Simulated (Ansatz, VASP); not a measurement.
Two plane-wave programs on Zn2Sn5N

The input INCAR:

```
  PREC = Accurate
  ENCUT = 600
  EDIFF = 1E-7
  ISMEAR = 0
  SIGMA = 0.2
  LREAL = F
  LASPH = T
  NELM = 100
  ALGO = Normal
  ISIF = 3
  LWAVE = F
  LCHARG = F
  GGA = PE
  IBRION = 2
  NSW = 36
  EDIFFG = -0.08
```

KPOINTS

```
Automatic mesh
0
Gamma
  4 4 2
```

Contents of POSCAR:

```
Zn2Sn5N
1.0
    4.0000000000      0.0000000000      0.0000000000
    0.0000000000      4.0000000000      0.0000000000
    0.0000000000      0.0000000000     10.7000000000
Zn Sn N
2 5 1
Direct
    0.0000000000      0.5000000000      0.0000000000
    0.5000000000      0.0000000000      0.0000000000
    0.0000000000      0.0000000000      0.2070000000
    0.0000000000      0.0000000000      0.7930000000
    0.5000000000      0.5000000000      0.7750000000
    0.5000000000      0.5000000000      0.2250000000
    0.5000000000      0.5000000000      0.5000000000
    0.0000000000      0.0000000000      0.0000000000
```

Input for Ansatz:

```yaml
crystal:
  lattice:
    - [4.0, 0.0, 0.0]
    - [0.0, 4.0, 0.0]
    - [0.0, 0.0, 10.7]
  atoms:
    - { symbol: Zn, position: [0.0, 0.5, 0.0] }
    - { symbol: Zn, position: [0.5, 0.0, 0.0] }
    - { symbol: Sn, position: [0.0, 0.0, 0.207] }
    - { symbol: Sn, position: [0.0, 0.0, 0.793] }
    - { symbol: Sn, position: [0.5, 0.5, 0.775] }
    - { symbol: Sn, position: [0.5, 0.5, 0.225] }
    - { symbol: Sn, position: [0.5, 0.5, 0.5] }
    - { symbol: "N", position: [0.0, 0.0, 0.0] }
basis:
  ecutwfc: 420
kpoints:
  mp_grid: { grid: [4, 4, 2] }
hamiltonian:
  xc: pbe
scf:
  occupations: { method: gaussian, width: 0.2 }
  lower_state_search: "off"
output:
  forces: true
  stress: true
  eigenvalues: true
relax:
  adjacent_minimum: "off"
  f_tol: 0.08
  max_steps: 16
  cell: { stress_tol: 0.8 }
```

Alike in both runs: task relaxation of cell and atoms; functional PBE; k mesh 4 × 4 × 2; occupations gaussian, width 0.2 eV; no spin polarisation.

|  | VASP | Ansatz |
| --- | --- | --- |
| version | VASP 6.6.1 | Ansatz 0.2.0 |
| potentials or method | VASP PAW PBE potentials, release 64 (Zn, Sn_d, N), cutoff 600 eV | scalar-relativistic, plane waves, PAW |
| valence electrons in the cell | 99 | 99 |

```csv
,VASP,Ansatz,Ansatz less VASP
"gap on the k mesh at the Fermi level, each at its own relaxed structure (eV)",none,none,-
relaxed volume (Å³/atom),23.94,24.08,+0.142
relaxed length of the cell vector where the two differ most in proportion (Å),10.161,10.273,+0.1121
```

A gap of «none» marks a metal or a gap that the smearing closes.

The k mesh is coarse, so the values compare programs but aren't converged.
